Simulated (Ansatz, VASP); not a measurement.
## B2P3: VASP beside Ansatz

```xyz
5
Lattice="5.0791 0.0000 0.0000 -2.5395 4.3986 0.0000 0.0000 0.0000 3.0876" Properties=species:S:1:pos:R:3 pbc="T T T"
B     0.0000    0.0000    1.5438
B     0.0000    0.0000    0.0000
P     2.5395    0.0000    1.5438
P    -1.2698    2.1993    1.5438
P     1.2698    2.1993    1.5438
```

Alike in both runs: task relaxation of cell and atoms; functional PBE; k mesh 12 × 12 × 12; occupations gaussian, width 0.1 eV; no spin polarisation.

```csv
,VASP,Ansatz
version,VASP 6.6.1,Ansatz 0.2.0
potentials or method,"VASP PAW PBE potentials, release 64 (B, P), cutoff 600 eV","scalar-relativistic, plane waves, PAW"
valence electrons in the cell,21,21
```

Ansatz gave:

| Item | Value |
| --- | --- |
| gap on the k mesh at the Fermi level, each at its own relaxed structure (eV) | none |
| relaxed volume (Å³/atom) | 13.84 |
| relaxed cell length with the largest relative difference (Å) | 5.087 |

Question: Which values does VASP return?

Answer: gap on the k mesh at the Fermi level, each at its own relaxed structure (eV): none; relaxed volume (Å³/atom): 13.83; relaxed cell length with the largest relative difference (Å): 5.082.

A gap of «none» marks a metal or a gap that the smearing closes.
